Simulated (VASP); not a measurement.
Here is a VASP 6.6.1 calculation.

The input INCAR:

```
ALGO = Normal
EDIFF = 1E-8
ENCUT = 520
GGA = CA
IBRION = 8
ISIF = 2
ISMEAR = 0
LASPH = T
LCHARG = F
LREAL = F
LWAVE = F
NELM = 80
NSW = 1
PREC = Accurate
SIGMA = 0.01
```

The input KPOINTS:

```
k-points
0
Gamma
  8 8 8
```

Contents of POSCAR:

```
MgO
1.0
    0.0000000000      2.0803529509      2.0803529509
    2.0803529509      0.0000000000      2.0803529509
    2.0803529509      2.0803529509      0.0000000000
Mg O
1 1
Direct
    0.0000000000      0.0000000000      0.0000000000
    0.5000000000      0.5000000000      0.5000000000
```

Potentials or basis: VASP PAW LDA potentials, release 64 (Mg, O).

Launch:

```console
$ cat potpaw_LDA.64/Mg/POTCAR potpaw_LDA.64/O/POTCAR > POTCAR
$ mpirun -np 1 vasp_std > vasp.out
```

(1) Estimate the highest phonon frequency at Γ, LO-TO splitting left out.

## Answers

(1) 413 cm⁻¹.

Caveat: the cell wasn't relaxed at this level first, which shifts response properties.
